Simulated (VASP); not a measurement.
Set up this calculation in VASP 6.6.1, as the native input.

```yaml
Task: single point
Functional: PBE
Potentials_or_basis: VASP PAW PBE potentials, release 64 (Si, Co)
Cutoff: 520 eV
k_mesh: 1 × 1 × 1, shifted
Occupations: fermi-dirac, width 0.0853 eV
Spin: no spin polarisation
Dipole_correction: no
Further_INCAR_settings: LREAL = Auto; ALGO = Normal; EDIFF = 1e-06; NBANDS = 86; ISYM = 0
```

The structure of CoSi2 lies in POSCAR:

```
CoSi2
1.0
    7.4169260000     -0.1672480000     -0.1219080000
   -0.1672480000      7.1745680000      0.0683210000
   -0.1219080000      0.0683210000      6.7525770000
Si Co
16 8
Direct
    0.5518905313      0.7015147678      0.8770243835
    0.0565170503      0.5265906008      0.3598496817
    0.1042692536      0.0341929508      0.7901256305
    0.8361573392      0.7583655747      0.0789692549
    0.5269769290      0.3783460070      0.8021645256
    0.7481776068      0.0810035669      0.3896402205
    0.8181932586      0.8473417280      0.6385933947
    0.7417871105      0.3770686415      0.5538531551
    0.4028709708      0.5439442112      0.4420841675
    0.1589072152      0.0957786948      0.3627018788
    0.1330610679      0.6424156265      0.9892653917
    0.8803137481      0.3923396223      0.0583629410
    0.6621163095      0.0966995214      1.0382654899
    0.4756895817      0.8608614572      0.3646033877
    0.3222789547      0.9219702899     -0.0040401686
    0.2097499714      0.3164049665      0.9596656352
    0.1850252471      0.7575644507      0.6808365898
    0.9668427154      0.0782619718      0.1064631955
    0.8629544299      0.2001894062      0.7724256840
    0.1595360572      0.3499471346      0.6153096786
    0.1810675520      0.8316813280      0.2622026055
    0.5499741609      0.0160532853      0.6652375047
    0.5887616094      0.3567605501      0.2438543852
    0.9143520195      0.5888974634      0.7665234713
```

These files were run (other wordings do the same):

INCAR

```
  PREC = Accurate
  ENCUT = 520
  EDIFF = 1E-6
  ISMEAR = -1
  SIGMA = 0.0853
  LREAL = Auto
  LASPH = True
  NELM = 60
  ALGO = Normal
  ISIF = 2
  LWAVE = False
  LCHARG = False
  GGA = PE
  ISYM = 0
  NBANDS = 86
```

KPOINTS

```
Automatic mesh
0
Gamma
  1 1 1
  0.25 0.25 0.25
```

Potentials or basis: VASP PAW PBE potentials, release 64 (Si, Co).

Command:

```console
$ cat potpaw_PBE.64/Si/POTCAR potpaw_PBE.64/Co/POTCAR > POTCAR
$ mpirun -np 1 vasp_std > vasp.out
```

Results of the run:

The pressure is -6.1 GPa. The largest force is 3.415 eV/Å and the band gap on the k mesh is 0.15 eV.

Caveat: the k points lie up to 0.93 Å⁻¹ apart.

Run time: 2.9 min on 1 thread of Intel(R) Xeon(R) 6975P-C (Granite Rapids), with other jobs on the host, peak memory 0.36 GiB.
